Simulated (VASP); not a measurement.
Runs of VASP 6.6.1 on Re. The structure is that of space group Fm-3m (No. 225), or close to it. The cells are those of the table. This isn't the form of Re at room conditions, which is hcp.

```tsv
level	cell	k mesh	cutoff (eV)	grid for exact exchange (PRECFOCK)	share of exact exchange	screening parameter	gap on the mesh (eV)	pressure (GPa)
PBE	a = 2.772 Å, angles 60.0°, 1 atom	12 × 12 × 12	600	-	-	-	none	-1.6
HSE06	a = 2.753 Å, angles 60.0°, 1 atom	6 × 6 × 6	520	Normal	0.25	0.2079 1/Å	none	-8.7
HSE06	a = 2.781 Å, angles 60.0°, 1 atom	6 × 6 × 6	520	Normal	0.25	0.2079 1/Å	none	-19.5
HSE06	a = 2.808 Å, angles 60.0°, 1 atom	6 × 6 × 6	520	Normal	0.25	0.2079 1/Å	none	(b)
HSE06	a = 2.725 Å, angles 60.0°, 1 atom	6 × 6 × 6	520	Normal	0.25	0.2079 1/Å	none	(a)
```

Alike in all rows: task single point; potentials or basis VASP PAW PBE potentials, release 64 (Re); no spin polarisation; smearing fermi-dirac 0.1 eV.

Fill in the values left out.

(a) 4.0; (b) -28.5.

Caveats: some runs use coarse meshes; spin-orbit coupling is left out, which moves the levels of the heavy elements; the PAW data sets were made with another functional, which shifts forces and pressure a little (at least some runs).

A k mesh can miss the band edges, and the runs leave out spin-orbit coupling on Re.

A gap of «none» marks levels without a gap at the run's occupations.
